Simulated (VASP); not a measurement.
# MnO2 (P4_2/mnm) in VASP: single point with PBE+U

Aim: the single point of MnO2 with PBE+U.

Everything below comes from runs of VASP 6.6.1. Logs are shortened: lines on timing, memory, paths and dates and some standing lists are left out, and cuts for length are marked.

## (1) The cell of the first run

It takes space group P4_2/mnm (No. 136, tetragonal). The conventional cell has a = 4.456 Å, b = 4.456 Å, c = 2.943 Å, α = 90.00°, β = 90.00°, γ = 90.00°. Within 2.5 Å of Mn (site symmetry mmm) lie 6 O at 1.91 to 1.93 Å. O (site symmetry m2m) has 3 Mn at 1.91 to 1.93 Å and 1 O at 2.44 Å within 2.5 Å.

## (2) Single point, PBE+U, collinear spin, ferromagnetic start

Input file INCAR:

```
PREC = Accurate
ENCUT = 520
EDIFF = 1E-6
ISMEAR = 0
SIGMA = 0.1
LREAL = F
LASPH = T
NELM = 150
ALGO = Normal
ISIF = 2
LWAVE = F
LCHARG = F
ISPIN = 2
MAGMOM = 3.06 3.06 0 0 0 0
LORBIT = 11
LMAXMIX = 4
LDAU = T
LDAUTYPE = 2
LDAUL = 2 -1
LDAUU = 3.9 0
LDAUJ = 0 0
LDAUPRINT = 1
GGA = PE
NBANDS = 38
```

Input file KPOINTS:

```
Automatic mesh
0
Gamma
  8 8 12
```

Input file POSCAR:

```
MnO2
1.0
    4.4556982047      0.0000000000      0.0000000000
    0.0000000000      4.4556982047      0.0000000000
    0.0000000000      0.0000000000      2.9433440414
Mn O
2 4
Direct
    0.0000000000      0.0000000000      0.0000000000
    0.5000000000      0.5000000000      0.5000000000
    0.3060895983      0.3060895983      0.0000000000
    0.1939104017      0.8060895983      0.5000000000
    0.6939104017      0.6939104017      0.0000000000
    0.8060895983      0.1939104017      0.5000000000
```

Potentials or basis: VASP PAW PBE potentials, release 64 (Mn_pv, O).

Command:

```sh
$ cat potpaw_PBE.64/Mn_pv/POTCAR potpaw_PBE.64/O/POTCAR > POTCAR
$ mpirun -np 1 vasp_std > vasp.out
```

OUTCAR:

```text
PREC = Accurate
   ENCUT = 520
   EDIFF = 1E-6
   ISMEAR = 0
   LREAL = F
   LASPH = T
   NELM = 150
   ISIF = 2
   ISPIN = 2
   LORBIT = 11
   GGA = PE

 ion  position               nearest neighbor table
   1  0.000  0.000  0.000-   4 1.91   6 1.91   4 1.91   6 1.91   5 1.93   3 1.93
   2  0.500  0.500  0.500-   3 1.91   5 1.91   3 1.91   5 1.91   4 1.93   6 1.93
   3  0.306  0.306  0.000-   2 1.91   2 1.91   1 1.93
   4  0.194  0.806  0.500-   1 1.91   1 1.91   2 1.93
   5  0.694  0.694  0.000-   2 1.91   2 1.91   1 1.93
   6  0.806  0.194  0.500-   1 1.91   1 1.91   2 1.93

  LATTYP: Found a simple tetragonal cell.
 ALAT       =     4.4556982047
 C/A-ratio  =     0.6605797579

  Lattice vectors:

 A1 = (   4.4556982047,   0.0000000000,   0.0000000000)
 A2 = (   0.0000000000,   4.4556982047,   0.0000000000)
 A3 = (   0.0000000000,   0.0000000000,   2.9433440414)

Analysis of symmetry for initial positions (statically):
=====================================================================
 Subroutine PRICEL returns:
 Original cell was already a primitive cell.

 Routine SETGRP: Setting up the symmetry group for a
 simple tetragonal supercell.

 Subroutine GETGRP returns: Found 16 space group operations
 (whereof  8 operations were pure point group operations)
 out of a pool of 16 trial point group operations.

The static configuration has the point symmetry D_2h.
 The point group associated with its full space group is D_4h.

Analysis of symmetry for dynamics (positions and initial velocities):
=====================================================================
 Subroutine PRICEL returns:
 Original cell was already a primitive cell.

 Routine SETGRP: Setting up the symmetry group for a
 simple tetragonal supercell.

 Subroutine GETGRP returns: Found 16 space group operations
 (whereof  8 operations were pure point group operations)
 out of a pool of 16 trial point group operations.

The dynamic configuration has the point symmetry D_2h.
 The point group associated with its full space group is D_4h.

Analysis of structural, dynamic, and magnetic symmetry:
=====================================================================
 Subroutine PRICEL returns:
 Original cell was already a primitive cell.

 Routine SETGRP: Setting up the symmetry group for a
 simple tetragonal supercell.

 Subroutine GETGRP returns: Found 16 space group operations
 (whereof  8 operations were pure point group operations)
 out of a pool of 16 trial point group operations.

The overall configuration has the point symmetry D_2h.
 The point group associated with its full space group is D_4h.

 Subroutine INISYM returns: Found 16 space group operations
 (whereof  8 operations are pure point group operations),
 and found     1 'primitive' translations

----------------------------------------------------------------------------------------

                                     Primitive cell

  volume of cell :      58.4349

  direct lattice vectors                    reciprocal lattice vectors
     4.455698205  0.000000000  0.000000000     0.224431717  0.000000000  0.000000000
     0.000000000  4.455698205  0.000000000     0.000000000  0.224431717  0.000000000
     0.000000000  0.000000000  2.943344041     0.000000000  0.000000000  0.339749613
[... 159 lines left out ...]
  o =  0.1044  v =  0.0000  0.0000  0.0000  0.0000  0.0000  0.0000 -0.0000  0.0000  0.0000 -1.0000      0.0000  0.0000  0.0000  0.0000  0.0000  0.0000  0.0000  0.0000  0.0000  0.0000
  o =  0.2886  v =  0.0000  0.0000  0.0000  0.0000  0.0000 -0.8304  0.0000  0.5572  0.0000  0.0000      0.0000  0.0000  0.0000  0.0000  0.0000  0.0000  0.0000  0.0000  0.0000  0.0000
  o =  0.3178  v =  0.0000  0.0000  0.0000  0.0000  0.0000  0.0000  0.7071  0.0000 -0.7071 -0.0000      0.0000  0.0000  0.0000  0.0000  0.0000  0.0000  0.0000  0.0000  0.0000  0.0000
  o =  0.5245  v = -0.0000  0.7071  0.0000 -0.7071 -0.0000  0.0000  0.0000  0.0000  0.0000  0.0000      0.0000  0.0000  0.0000  0.0000  0.0000  0.0000  0.0000  0.0000  0.0000  0.0000
  o =  0.5335  v =  0.8509  0.0000 -0.5253 -0.0000  0.0000  0.0000  0.0000  0.0000  0.0000  0.0000      0.0000  0.0000  0.0000  0.0000  0.0000  0.0000  0.0000  0.0000  0.0000  0.0000
  o =  0.9528  v = -0.5253 -0.0000 -0.8509 -0.0000  0.0000  0.0000  0.0000  0.0000  0.0000  0.0000      0.0000  0.0000  0.0000  0.0000  0.0000  0.0000  0.0000  0.0000  0.0000  0.0000
  o =  0.9636  v = -0.0000  0.7071 -0.0000  0.7071 -0.0000  0.0000  0.0000  0.0000  0.0000  0.0000      0.0000  0.0000  0.0000  0.0000  0.0000  0.0000  0.0000  0.0000  0.0000  0.0000
  o =  0.9701  v =  0.0000  0.0000  0.0000  0.0000  1.0000  0.0000  0.0000  0.0000  0.0000  0.0000      0.0000  0.0000  0.0000  0.0000  0.0000  0.0000  0.0000  0.0000  0.0000  0.0000

atom =   2  type =  1  l = 2

 onsite density matrix

spin component  1

  0.6492  0.0000 -0.1874  0.0000 -0.0000
  0.0000  0.7441  0.0000 -0.2195  0.0000
 -0.1874  0.0000  0.8371  0.0000  0.0000
  0.0000 -0.2195  0.0000  0.7441  0.0000
 -0.0000  0.0000  0.0000  0.0000  0.9701

spin component  2

  0.2176  0.0000  0.1058  0.0000 -0.0000
  0.0000  0.2080  0.0000  0.1098  0.0000
  0.1058  0.0000  0.1309  0.0000 -0.0000
  0.0000  0.1098  0.0000  0.2080  0.0000
 -0.0000  0.0000 -0.0000  0.0000  0.1044

 occupancies and eigenvectors

  o =  0.0599  v =  0.0000  0.0000  0.0000  0.0000  0.0000 -0.5572  0.0000  0.8304  0.0000  0.0000      0.0000  0.0000  0.0000  0.0000  0.0000  0.0000  0.0000  0.0000  0.0000  0.0000
  o =  0.0982  v =  0.0000  0.0000  0.0000  0.0000  0.0000  0.0000 -0.7071  0.0000  0.7071  0.0000      0.0000  0.0000  0.0000  0.0000  0.0000  0.0000  0.0000  0.0000  0.0000  0.0000
  o =  0.1044  v =  0.0000  0.0000  0.0000  0.0000  0.0000 -0.0000 -0.0000  0.0000  0.0000 -1.0000      0.0000  0.0000  0.0000  0.0000  0.0000  0.0000  0.0000  0.0000  0.0000  0.0000
  o =  0.2886  v =  0.0000  0.0000  0.0000  0.0000  0.0000 -0.8304  0.0000 -0.5572  0.0000  0.0000      0.0000  0.0000  0.0000  0.0000  0.0000  0.0000  0.0000  0.0000  0.0000  0.0000
  o =  0.3178  v =  0.0000  0.0000  0.0000  0.0000  0.0000  0.0000 -0.7071  0.0000 -0.7071  0.0000      0.0000  0.0000  0.0000  0.0000  0.0000  0.0000  0.0000  0.0000  0.0000  0.0000
  o =  0.5245  v =  0.0000 -0.7071  0.0000 -0.7071  0.0000  0.0000  0.0000  0.0000  0.0000  0.0000      0.0000  0.0000  0.0000  0.0000  0.0000  0.0000  0.0000  0.0000  0.0000  0.0000
  o =  0.5335  v =  0.8509 -0.0000  0.5253  0.0000 -0.0000  0.0000  0.0000  0.0000  0.0000  0.0000      0.0000  0.0000  0.0000  0.0000  0.0000  0.0000  0.0000  0.0000  0.0000  0.0000
  o =  0.9528  v =  0.5253  0.0000 -0.8509  0.0000  0.0000  0.0000  0.0000  0.0000  0.0000  0.0000      0.0000  0.0000  0.0000  0.0000  0.0000  0.0000  0.0000  0.0000  0.0000  0.0000
  o =  0.9636  v =  0.0000 -0.7071  0.0000  0.7071  0.0000  0.0000  0.0000  0.0000  0.0000  0.0000      0.0000  0.0000  0.0000  0.0000  0.0000  0.0000  0.0000  0.0000  0.0000  0.0000
  o =  0.9701  v =  0.0000 -0.0000 -0.0000  0.0000 -1.0000  0.0000  0.0000  0.0000  0.0000  0.0000      0.0000  0.0000  0.0000  0.0000  0.0000  0.0000  0.0000  0.0000  0.0000  0.0000

 number of electron      49.9999966 magnetization       6.0620921

 Free energy of the ion-electron system (eV)
  ---------------------------------------------------
  ext. energy  EPLUGINS =         0.00000000
  ---------------------------------------------------
  free energy    TOTEN  =       -42.37682307 eV

  energy without entropy =      -42.37294489  energy(sigma->0) =      -42.37488398

 E-fermi :   4.4201     XC(G=0): -11.7288

 val. band max:        4.4177819855   @ k =   0.1250   0.0000   0.0000
 cond. band min:       4.4505029359   @ k =   0.0000   0.0000   0.1667
 fundamental gap:      0.0327209504
 Fermi energy:         4.4201287630

 spin component 1

 k-point     1 :       0.0000    0.0000    0.0000
  band No.  band energies     occupation
      1     -46.4108      1.00000
      2     -46.4047      1.00000
      3     -46.3797      1.00000
      4     -46.3797      1.00000
      5     -46.3277      1.00000
      6     -46.3277      1.00000
[... 1913 lines left out ...]
     36      17.8077      0.00000
     37      20.4971      0.00000

 [... further k-points ...]

 [bands above 37 left out]

------------------------ aborting loop because EDIFF is reached ----------------------------------------

  FORCE on cell =-STRESS in cart. coord.  units (eV):
  Direction    XX          YY          ZZ          XY          YZ          ZX
  --------------------------------------------------------------------------------------
  -------------------------------------------------------------------------------------
  Total        0.2935342      0.2935342      0.1515631     -0.0000000      0.0000000      0.0000000
  in kB        8.0481625      8.0481625      4.1555799     -0.0000000      0.0000000      0.0000000
  external PRESSURE =       6.7506350 kB  Pullay stress =       0.0000000 kB

 VOLUME and BASIS-vectors are now :
 -----------------------------------------------------------------------------
  energy-cutoff  :      520.00
  volume of cell :       58.43
      direct lattice vectors                 reciprocal lattice vectors
     4.455698205  0.000000000  0.000000000     0.224431717  0.000000000  0.000000000
     0.000000000  4.455698205  0.000000000     0.000000000  0.224431717  0.000000000
     0.000000000  0.000000000  2.943344041     0.000000000  0.000000000  0.339749613

 POSITION                                       TOTAL-FORCE (eV/Angst)
 -----------------------------------------------------------------------------------
      0.00000      0.00000      0.00000        -0.000000      0.000000      0.000000
      2.22785      2.22785      1.47167        -0.000000      0.000000      0.000000
      1.36384      1.36384      0.00000        -0.017625     -0.017625     -0.000000
      0.86401      3.59169      1.47167         0.017625     -0.017625      0.000000
      3.09186      3.09186      0.00000         0.017625      0.017625      0.000000
      3.59169      0.86401      1.47167        -0.017625      0.017625      0.000000
 -----------------------------------------------------------------------------------
    total drift:                               -0.000000      0.000000      0.000000

  FREE ENERGIE OF THE ION-ELECTRON SYSTEM (eV)
  ---------------------------------------------------
  free  energy   TOTEN  =       -42.3768230684 eV

  energy  without entropy=      -42.3729448908  energy(sigma->0) =      -42.37488398

 total charge

# of ion       s       p       d       tot
------------------------------------------
    1        0.338   6.431   4.783  11.553
    2        0.338   6.431   4.783  11.553
    3        1.568   3.454   0.000   5.022
    4        1.568   3.454   0.000   5.022
    5        1.568   3.454   0.000   5.022
    6        1.568   3.454   0.000   5.022
--------------------------------------------------
tot          6.948  26.678   9.567  43.193

 magnetization (x)

# of ion       s       p       d       tot
------------------------------------------
    1        0.020   0.029   3.073   3.122
    2        0.020   0.029   3.073   3.122
    3       -0.002  -0.070   0.000  -0.072
    4       -0.002  -0.070   0.000  -0.072
    5       -0.002  -0.070   0.000  -0.072
    6       -0.002  -0.070   0.000  -0.072
--------------------------------------------------
tot          0.033  -0.222   6.146   5.956
```

Run time: 4.3 min. Hardware: 1 thread of Intel Xeon Platinum 8488C (Sapphire Rapids), shared host; peak memory 0.42 GiB.

Results:

```
Free energy                                           : -42.3768 eV
Pressure                                              : 0.7 GPa
Largest force                                         : 0.025 eV/Å
Net moment                                            : 6.06 μB per cell
Site moments                                          : Mn +3.12; O -0.07 μB
Valence electrons inside the program's atomic spheres : Mn 11.55; O 5.02
```

Forces in eV/Å, atoms in the order of the input:
```
Mn   0.000  0.000  0.000
Mn   0.000  0.000  0.000
O   -0.018 -0.018  0.000
O    0.018 -0.018  0.000
O    0.018  0.018  0.000
O   -0.018  0.018  0.000
```

Stress tensor (GPa, compression positive):
```
0.80 0.00 0.00
0.00 0.80 0.00
0.00 0.00 0.42
```

Eigenvalues of the final occupation matrices:
```
    site  spin  trace               eigenvalues
site 1 d     1   3.94  0.52 0.53 0.95 0.96 0.97
site 1 d     2   0.87  0.06 0.10 0.10 0.29 0.32
site 2 d     1   3.94  0.52 0.53 0.95 0.96 0.97
site 2 d     2   0.87  0.06 0.10 0.10 0.29 0.32
```

Caveat: the run started ferromagnetic, and an antiferromagnetic order may lie lower in energy. The state reached can hang on the start; a lower one may exist.
